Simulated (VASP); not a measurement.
# Zr2SiC2 (Immm) in VASP: notebook

The runs below take Zr2SiC2 through relaxation of cell and atoms, single point, with PBE.

All numbers are computed with VASP 6.6.1; they aren't measurements. Logs are shortened: lines on timing, memory, paths and dates and some standing lists are left out, and cuts for length are marked.

### Step 1. The cell of the first run

The structure is orthorhombic, space group Immm (No. 71). Conventional cell: a = 3.912 Å, b = 4.978 Å, c = 7.678 Å, α = 90.00°, β = 90.00°, γ = 90.00°. Within 3.1 Å of Zr (site symmetry m2m) lie 2 Zr at 2.32 to 2.66 Å and 2 Si at 2.36 Å and 6 C at 2.65 to 2.75 Å. Within 3.1 Å of Si (site symmetry mmm) lie 4 Zr at 2.36 Å and 8 C at 2.93 to 3.01 Å. C (site symmetry mm2) has 6 Zr at 2.65 to 2.75 Å and 4 Si at 2.93 to 3.01 Å and 5 C at 3.09 to 3.25 Å within 3.5 Å.

The cell was generated, and may not be a known phase.

### Step 2. Relaxation of cell and atoms, PBE

The input, INCAR:

```
PREC = Accurate
ENCUT = 600
EDIFF = 1E-6
ISMEAR = 0
SIGMA = 0.1
LREAL = False
LASPH = True
NELM = 100
ALGO = Normal
ISIF = 3
LWAVE = False
LCHARG = False
GGA = PE
IBRION = 2
NSW = 90
EDIFFG = -0.04
```

The input, KPOINTS:

```
Automatic mesh
0
Gamma
  6 6 6
```

The input, POSCAR:

```
Zr2SiC2
1.0
   -1.9560485700      2.4891501100      3.8387780600
    1.9560485700     -2.4891501100      3.8387780600
    1.9560485700      2.4891501100     -3.8387780600
Zr Si C
2 1 2
Direct
    0.7331632800      0.5000000000      0.2331632800
    0.2668367200      0.5000000000      0.7668367200
    0.0000000000      0.0000000000      0.0000000000
    0.2984594700      0.7984594700      0.5000000000
    0.7015405300      0.2015405300      0.5000000000
```

Potentials or basis: VASP PAW PBE potentials, release 64 (Zr_sv, Si, C).

The run is started by

```bash
> cat potpaw_PBE.64/Zr_sv/POTCAR potpaw_PBE.64/Si/POTCAR potpaw_PBE.64/C/POTCAR > POTCAR
> mpirun -np 1 vasp_std > vasp.out
```

OUTCAR:

```text
PREC = Accurate
   ENCUT = 600
   EDIFF = 1E-6
   ISMEAR = 0
   LREAL = False
   LASPH = True
   NELM = 100
   ISIF = 3
   GGA = PE
   IBRION = 2
   NSW = 90
   EDIFFG = -0.04

 ion  position               nearest neighbor table
   1  0.733  0.500  0.233-   2 2.32   3 2.36   3 2.36   5 2.65   4 2.65   2 2.66   5 2.75   5 2.75
                             4 2.75   4 2.75
   2  0.267  0.500  0.767-   1 2.32   3 2.36   3 2.36   4 2.65   5 2.65   1 2.66   4 2.75   4 2.75
                             5 2.75   5 2.75
   3  0.000  0.000  0.000-   2 2.36   1 2.36   2 2.36   1 2.36
   4  0.298  0.798  0.500-   2 2.65   1 2.65   1 2.75   1 2.75   2 2.75   2 2.75
   5  0.702  0.202  0.500-   2 2.65   1 2.65   1 2.75   2 2.75   1 2.75   2 2.75

  LATTYP: Found a body centered orthorhombic cell.
 ALAT       =     3.9120971400
 B/A-ratio  =     1.2725400321
 C/A-ratio  =     1.9625167385

  Lattice vectors:

 A1 = (  -1.9560485700,   2.4891501100,   3.8387780600)
 A2 = (   1.9560485700,  -2.4891501100,   3.8387780600)
 A3 = (   1.9560485700,   2.4891501100,  -3.8387780600)

Analysis of symmetry for initial positions (statically):
=====================================================================
 Subroutine PRICEL returns:
 Original cell was already a primitive cell.

 Routine SETGRP: Setting up the symmetry group for a
 body centered orthorhombic supercell.

 Subroutine GETGRP returns: Found  8 space group operations
 (whereof  8 operations were pure point group operations)
 out of a pool of  8 trial point group operations.

The static configuration has the point symmetry D_2h.

Analysis of symmetry for dynamics (positions and initial velocities):
=====================================================================
 Subroutine PRICEL returns:
 Original cell was already a primitive cell.

 Routine SETGRP: Setting up the symmetry group for a
 body centered orthorhombic supercell.

 Subroutine GETGRP returns: Found  8 space group operations
 (whereof  8 operations were pure point group operations)
 out of a pool of  8 trial point group operations.

The dynamic configuration has the point symmetry D_2h.

 Subroutine INISYM returns: Found  8 space group operations
 (whereof  8 operations are pure point group operations),
 and found     1 'primitive' translations

----------------------------------------------------------------------------------------

                                     Primitive cell

  volume of cell :      74.7625

  direct lattice vectors                    reciprocal lattice vectors
    -1.956048570  2.489150110  3.838778060     0.000000000  0.200871775  0.130249781
     1.956048570 -2.489150110  3.838778060     0.255617375  0.000000000  0.130249781
     1.956048570  2.489150110 -3.838778060     0.255617375  0.200871775  0.000000000

  length of vectors
     4.975762381  4.975762381  4.975762381     0.239404418  0.286888911  0.325099542

  position of ions in fractional coordinates (direct lattice)
     0.733163280  0.500000000  0.233163280
     0.266836720  0.500000000  0.766836720
     0.000000000  0.000000000  0.000000000
     0.298459470  0.798459470  0.500000000
     0.701540530  0.201540530  0.500000000

  ion indices of the primitive-cell ions
   primitive index   ion index
                 1           1
                 2           2
                 3           3
                 4           4
                 5           5

----------------------------------------------------------------------------------------

 KPOINTS: Automatic mesh

Automatic generation of k-mesh.
 Grid dimensions read from file:
 generate k-points for:    6    6    6

 Generating k-lattice:

  Cartesian coordinates                     Fractional coordinates (reciprocal lattice)
     0.000000000  0.033478629  0.021708297     0.166666667  0.000000000  0.000000000
     0.042602896  0.000000000  0.021708297     0.000000000  0.166666667 -0.000000000
     0.042602896  0.033478629  0.000000000     0.000000000 -0.000000000  0.166666667

  Length of vectors
     0.039900736  0.047814819  0.054183257

  Shift w.r.t. Gamma in fractional coordinates (k-lattice)
     0.000000000  0.000000000  0.000000000

 Subroutine IBZKPT returns following result:
 ===========================================

 Found     46 irreducible k-points:

 Following reciprocal coordinates:
            Coordinates               Weight
  0.000000  0.000000  0.000000      1.000000
  0.166667 -0.000000  0.000000      4.000000
  0.333333 -0.000000  0.000000      4.000000
  0.500000 -0.000000  0.000000      2.000000
 -0.000000  0.166667  0.000000      4.000000
  0.166667  0.166667  0.000000      8.000000
[... 16 lines left out ...]
 -0.166667  0.166667  0.166667      2.000000
  0.166667  0.333333  0.166667      4.000000
 [... further k-points ...]
   k-points           NKPTS =     46   k-points in BZ     NKDIM =     46   number of bands    NBANDS=     22
[... 27 lines left out ...]
   PSTRESS=    0.0 pullay stress
   NELECT =      36.0000    total number of electrons
   NUPDOWN=      -1.0000    fix difference up-down
   EMIN   =  10.00;   EMAX   =-10.00  energy-range for DOS
   EFERMI =   0.00;   METHOD = LEGACY
   ISMEAR =     0;   SIGMA  =   0.10  broadening in eV -4-tet -1-fermi 0-gaus
   EFERMI_NEDOS =   21; number of points for ismear=-14 and -15
   IALGO  =     38    algorithm
   IMIX   =      4    mixing-type and parameters
     AMIX     =   0.40;   BMIX     =  1.00
     AMIX_MAG =   1.60;   BMIX_MAG =  1.00
  volume/ion in A,a.u.               =      14.95       100.90
  Fermi-wavevector in a.u.,A,eV,Ry     =   1.283161  2.424822 22.402016  1.646502
  Thomas-Fermi vector in A             =   2.415430
   LORBIT       =      0    0 simple, 1 ext, 2 COOP (PROOUT), +10 PAW based schemes
   GGA     = PE    functional components
   LHFCALC =     F    Hartree Fock is set to
   AEXX    =    0.0000 exact exchange contribution
   IVDW    =     0    specifies the selected vdW correction
   LEPSILON=     F    determine dielectric tensor
   LRPA    =     F    only Hartree local field effects (RPA)
 conjugate gradient relaxation of ions
 non-spin polarized calculation
 Gauss-broadening in eV      SIGMA  =   0.10
  energy-cutoff  :      600.00
  volume of cell :       74.76
 maximum number of plane-waves:      2522
   NGX = 19   NGY = 19   NGZ = 19

--------------------------------------- Ionic step        1  -------------------------------------------

 number of electron      36.0000000 magnetization

 Free energy of the ion-electron system (eV)
  ---------------------------------------------------
  ext. energy  EPLUGINS =         0.00000000
  ---------------------------------------------------
  free energy    TOTEN  =       -31.84584819 eV

  energy without entropy =      -31.83118376  energy(sigma->0) =      -31.83851598

------------------------ aborting loop because EDIFF is reached ----------------------------------------

  FORCE on cell =-STRESS in cart. coord.  units (eV):
  Direction    XX          YY          ZZ          XY          YZ          ZX
  --------------------------------------------------------------------------------------
  -------------------------------------------------------------------------------------
  Total        8.5265673     24.3546577    -15.8086653      0.0000000      0.0000000      0.0000000
  in kB      182.7263111    521.9259555   -338.7833597      0.0000000      0.0000000      0.0000000
  external PRESSURE =     121.9563023 kB  Pullay stress =       0.0000000 kB
[... 63 lines left out ...]
  energy  without entropy=      -36.1287798499  energy(sigma->0) =      -36.13513059

--------------------------------------- Ionic step        3  -------------------------------------------

 number of electron      36.0000000 magnetization

 E-fermi :   7.2120     XC(G=0): -10.8030

 val. band max:        7.1967783662   @ k =  -0.3333   0.3333   0.3333
 cond. band min:       7.2282819121   @ k =  -0.0000   0.3333   0.0000
 fundamental gap:      0.0315035459
 Fermi energy:         7.2119630647

 k-point     1 :       0.0000    0.0000    0.0000
  band No.  band energies     occupation
      1     -42.1908      2.00000
      2     -42.0416      2.00000
      3     -20.6466      2.00000
      4     -20.1689      2.00000
      5     -20.1125      2.00000
      6     -20.0835      2.00000
[... 623 lines left out ...]
  FREE ENERGIE OF THE ION-ELECTRON SYSTEM (eV)
  ---------------------------------------------------
  free  energy   TOTEN  =       -36.2383598503 eV

  energy  without entropy=      -36.2265486910  energy(sigma->0) =      -36.23245427

[... ionic steps 4 to 26 ...]

--------------------------------------- Ionic step       27  -------------------------------------------

 number of electron      36.0000001 magnetization

------------------------ aborting loop because EDIFF is reached ----------------------------------------

  FORCE on cell =-STRESS in cart. coord.  units (eV):
  Direction    XX          YY          ZZ          XY          YZ          ZX
  --------------------------------------------------------------------------------------
  -------------------------------------------------------------------------------------
  Total        0.0893240     -0.0739901      0.2080221      0.0000000      0.0000000      0.0000000
  in kB        2.2264086     -1.8442089      5.1849696      0.0000000      0.0000000      0.0000000
  external PRESSURE =       1.8557231 kB  Pullay stress =       0.0000000 kB
[... 63 lines left out ...]
  energy  without entropy=      -41.1692883954  energy(sigma->0) =      -41.17370613

--------------------------------------- Ionic step       29  -------------------------------------------

 number of electron      36.0000001 magnetization

 Free energy of the ion-electron system (eV)
  ---------------------------------------------------
  ext. energy  EPLUGINS =         0.00000000
  ---------------------------------------------------
  free energy    TOTEN  =       -41.17869203 eV

  energy without entropy =      -41.16945583  energy(sigma->0) =      -41.17407393

 E-fermi :  11.0482     XC(G=0): -12.1084

 val. band max:       11.0455947907   @ k =   0.3333   0.1667   0.1667
 cond. band min:      11.0503439600   @ k =   0.5000   0.3333   0.0000
 fundamental gap:      0.0047491693
 Fermi energy:        11.0482062653

 k-point     1 :       0.0000    0.0000    0.0000
  band No.  band energies     occupation
      1     -37.9244      2.00000
      2     -37.7605      2.00000
      3     -16.3274      2.00000
      4     -16.3091      2.00000
      5     -15.8656      2.00000
      6     -15.8470      2.00000
[... 623 lines left out ...]
  FREE ENERGIE OF THE ION-ELECTRON SYSTEM (eV)
  ---------------------------------------------------
  free  energy   TOTEN  =       -41.1786920267 eV

  energy  without entropy=      -41.1694558312  energy(sigma->0) =      -41.17407393

 reached required accuracy - stopping structural energy minimisation
```

Wall time 18 min (1 thread of Intel Xeon 6975P-C (Granite Rapids), shared host); peak memory 0.32 GiB.

What came out:

- Free energy: -41.1787 eV
- Relaxed volume: 12.86 Å³/atom
- Relaxed cell: a = 4.805 Å, b = 4.805 Å, c = 4.805 Å, α = 139.25°, β = 80.77°, γ = 113.75°
- Space group after relaxing (to 0.1 Å): Immm (No. 71)
- Energy gained by relaxing: 1866.6 meV/atom
- Ionic steps: 29
- Pressure after relaxing: 0.0 GPa
- Largest force after relaxing: 0.027 eV/Å
- Band gap on the k mesh: zero (bands 18 and 19 overlap by 1.55 eV)

Forces on the atoms (eV/Å):
```
Zr   0.000  0.021  0.000
Zr   0.000 -0.021  0.000
Si   0.000  0.000  0.000
C    0.000  0.000  0.027
C    0.000  0.000 -0.027
```

Step by step:
```csv
step,energy change (eV),largest force (eV/Å),pressure (GPa),volume (Å³)
1,0.0000,1.4592,12.20,74.76
2,-4.2956,2.5137,-20.30,84.68
3,-4.3925,2.5048,-21.82,85.45
4,-8.2545,0.9596,-11.03,67.19
5,-8.3192,1.1498,-8.17,65.48
6,-8.3308,1.2399,-6.62,64.63
7,-8.8418,0.8884,4.29,60.25
8,-8.9013,0.7280,12.22,58.23
9,-9.1466,0.3166,8.32,59.60
10,-9.1916,0.0929,7.18,61.10
11,-9.2069,0.1341,7.18,60.62
12,-9.2523,0.3686,-2.03,63.21
13,-9.2571,0.2860,0.04,62.57
14,-9.2653,0.3427,0.19,62.68
15,-9.2816,0.4293,0.63,62.99
16,-9.2598,0.8976,2.20,63.62
17,-9.2835,0.4471,0.82,63.11
18,-9.2879,0.4522,0.74,63.21
19,-9.3006,0.4341,0.56,63.53
20,-9.3173,0.4052,0.44,64.16
21,-9.3175,0.4711,0.51,64.40
22,-9.3180,0.4381,0.45,64.28
23,-9.3259,0.2836,-0.01,64.39
24,-9.3308,0.0705,-0.69,64.56
25,-9.3308,0.0576,-0.74,64.57
26,-9.3318,0.0557,-0.13,64.38
27,-9.3319,0.0555,0.19,64.28
28,-9.3323,0.0450,0.15,64.29
29,-9.3328,0.0268,0.03,64.32
```

Final structure:
```
CELL_PARAMETERS angstrom
-1.67290 3.66033 2.62588
1.67290 -3.66033 2.62588
1.67290 3.66033 -2.62588
ATOMIC_POSITIONS crystal
Zr 0.70503 0.50000 0.20503
Zr 0.29497 0.50000 0.79497
Si 0.00000 0.00000 0.00000
C 0.35088 0.85088 0.50000
C 0.64912 0.14912 0.50000
```

### Step 3. Single point, PBE, collinear spin

This run uses another cell than the first one, of 12.29 Å³/atom.

The input, INCAR:

```
SYSTEM = Zr2SiC2
  PREC = Accurate
  ENCUT = 520
  EDIFF = 1E-6
  ISMEAR = 0
  SIGMA = 0.1
  LREAL = .False.
  LASPH = .True.
  NELM = 150
  ALGO = Normal
  ISIF = 2
  LWAVE = .False.
  LCHARG = .False.
  ISPIN = 2
  MAGMOM = 1 1 0 0 0
  LORBIT = 11
  LMAXMIX = 4
  GGA = PE
  NBANDS = 30
```

The input, KPOINTS:

```
Automatic mesh
0
Gamma
  6 6 6
  0 0 0
```

The input, POSCAR:

```
Zr2SiC2
1.0
   -1.5524764807      2.7315826236      3.6238446642
    1.5524764807     -2.7315826236      3.6238446642
    1.5524764807      2.7315826236     -3.6238446642
Zr Si C
2 1 2
Direct
    0.3047681161      0.8047681161      0.5000000000
    0.6952318839      0.1952318839      0.5000000000
    0.0000000000      0.0000000000      0.0000000000
    0.7448921860      0.5000000000      0.2448921860
    0.2551078140      0.5000000000      0.7551078140
```

Potentials or basis: VASP PAW PBE potentials, release 64 (Zr_sv, Si, C).

The run is started by

```bash
> cat potpaw_PBE.64/Zr_sv/POTCAR potpaw_PBE.64/Si/POTCAR potpaw_PBE.64/C/POTCAR > POTCAR
> mpirun -np 1 vasp_std > vasp.out
```

Wall time 90 s (1 thread of Intel Xeon 6975P-C (Granite Rapids), shared host); peak memory 0.32 GiB.

It converged, with:

```
Free energy                                           : -41.7758 eV
Pressure                                              : 0.2 GPa
Largest force                                         : 0.019 eV/Å
Band gap on the k mesh                                : zero (filled and empty bands overlap)
Net moment                                            : 0.00 μB per cell
Valence electrons inside the program's atomic spheres : Zr 9.92; Si 1.59; C 2.32
```

Forces in eV/Å, atoms in the order of the input:
```
Zr   0.000  0.000 -0.019
Zr   0.000  0.000  0.019
Si   0.000  0.000  0.000
C    0.000  0.002  0.000
C    0.000 -0.002  0.000
```

Levels at points of the mesh, in eV from the Fermi level:
Spin up:
```csv
k point,band 15,band 16,band 17,band 18,band 19,band 20,band 21,band 22
"(0.00, 0.00, 0.00)",-2.71,-2.21,-2.17,-0.08,0.13,1.63,3.31,3.36
"(0.50, 0.00, 0.00)",-3.01,-1.90,-1.53,-1.33,0.80,1.93,2.29,2.69
"(0.00, 0.50, 0.00)",-3.41,-3.23,-0.81,-0.60,1.58,2.25,3.14,3.62
"(0.50, 0.50, 0.00)",-3.38,-3.03,-2.37,-0.32,0.33,0.86,2.92,3.74
"(0.50, 0.50, 0.50)",-2.24,-1.38,-1.08,0.52,1.00,1.11,1.44,2.33
```
Spin down:
| k point | band 15 | band 16 | band 17 | band 18 | band 19 | band 20 | band 21 | band 22 |
| --- | --- | --- | --- | --- | --- | --- | --- | --- |
| (0.00, 0.00, 0.00) | -2.71 | -2.21 | -2.17 | -0.08 | 0.13 | 1.63 | 3.31 | 3.36 |
| (0.50, 0.00, 0.00) | -3.01 | -1.90 | -1.53 | -1.33 | 0.80 | 1.93 | 2.29 | 2.69 |
| (0.00, 0.50, 0.00) | -3.41 | -3.23 | -0.81 | -0.60 | 1.58 | 2.25 | 3.14 | 3.62 |
| (0.50, 0.50, 0.00) | -3.38 | -3.03 | -2.37 | -0.32 | 0.33 | 0.86 | 2.92 | 3.74 |
| (0.50, 0.50, 0.50) | -2.24 | -1.38 | -1.08 | 0.52 | 1.00 | 1.11 | 1.44 | 2.33 |

Caveat: the k points lie up to 0.37 Å⁻¹ apart, too coarse for converged energies and pressures of a metal.

### Step 4. Single point, PBE

This run uses another cell than the first one, of 12.30 Å³/atom.

The input, INCAR:

```
  PREC = Accurate
  ENCUT = 520
  EDIFF = 1E-6
  ISMEAR = 0
  SIGMA = 0.1
  LREAL = False
  LASPH = True
  NELM = 100
  ALGO = Normal
  ISIF = 2
  LWAVE = False
  LCHARG = True
  GGA = PE
  LELF = True
  LVHAR = True
  NBANDS = 26
```

The input, KPOINTS:

```
Automatic mesh
0
Gamma
  14 14 14
```

The input, POSCAR:

```
Zr2SiC2
1.0
   -1.5507319045      2.7332455000      3.6282204189
    1.5507319045     -2.7332455000      3.6282204189
    1.5507319045      2.7332455000     -3.6282204189
Zr Si C
2 1 2
Direct
    0.3049573607      0.8049573607      0.5000000000
    0.6950426393      0.1950426393      0.5000000000
    0.0000000000      0.0000000000      0.0000000000
    0.7451173544      0.5000000000      0.2451173544
    0.2548826456      0.5000000000      0.7548826456
```

The run is started by

```bash
> cat potpaw_PBE.64/Zr_sv/POTCAR potpaw_PBE.64/Si/POTCAR potpaw_PBE.64/C/POTCAR > POTCAR
> mpirun -np 1 vasp_std > vasp.out
```

It took 5.2 min on 1 thread of Intel Xeon 6975P-C (Granite Rapids), shared host; peak memory 0.69 GiB.

Results (log left out):

```
Free energy            : -41.7682 eV
Pressure               : 0.1 GPa
Largest force          : 0.009 eV/Å
Band gap on the k mesh : zero (bands 18 and 19 overlap by 1.36 eV)
```

Forces on the atoms (eV/Å):
```
Zr   0.000  0.000 -0.009
Zr   0.000  0.000  0.009
Si   0.000  0.000  0.000
C    0.000  0.002  0.000
C    0.000 -0.002  0.000
```

Levels at points of the mesh, in eV from the Fermi level:
```tsv
k point	band 15	band 16	band 17	band 18	band 19	band 20	band 21	band 22
(0.00, 0.00, 0.00)	-2.67	-2.14	-2.12	-0.04	0.16	1.67	3.37	3.41
(0.50, 0.00, 0.00)	-2.95	-1.84	-1.48	-1.29	0.84	1.98	2.34	2.72
(0.00, 0.50, 0.00)	-3.36	-3.19	-0.76	-0.57	1.62	2.28	3.17	3.66
(0.50, 0.50, 0.00)	-3.33	-2.99	-2.32	-0.27	0.37	0.89	2.94	3.77
(0.50, 0.50, 0.50)	-2.19	-1.34	-1.03	0.55	1.07	1.14	1.50	2.36
```

### Step 5. Summary

| task | spin | cell | k mesh | cutoff (eV) | gap on the mesh (eV) | pressure (GPa) | largest force (eV/Å) |
| --- | --- | --- | --- | --- | --- | --- | --- |
| relaxation of cell and atoms | off | relaxed from a = 4.976 Å, angles 133.7, 120.0, 79.0°, 5 atoms, atomic positions A | 6 × 6 × 6 | 600 | none | 0.0 | 0.03 |
| single point | collinear | a = 4.796 Å, angles 142.2, 110.6, 81.9°, 5 atoms, atomic positions B | 6 × 6 × 6 | 520 | none | 0.2 | 0.02 |
| single point | off | a = 4.800 Å, angles 142.3, 110.6, 81.8°, 5 atoms, atomic positions C | 14 × 14 × 14 | 520 | none | 0.1 | 0.01 |

Alike in all rows: level PBE; potentials or basis VASP PAW PBE potentials, release 64 (Zr_sv, Si, C); smearing gaussian 0.1 eV.

Caveats: some runs use coarse meshes.

Total energies depend on the potentials used, so only differences within one code and one set of settings carry meaning.

The gap in the log of VASP goes by the Fermi energy; the results here count the filled bands.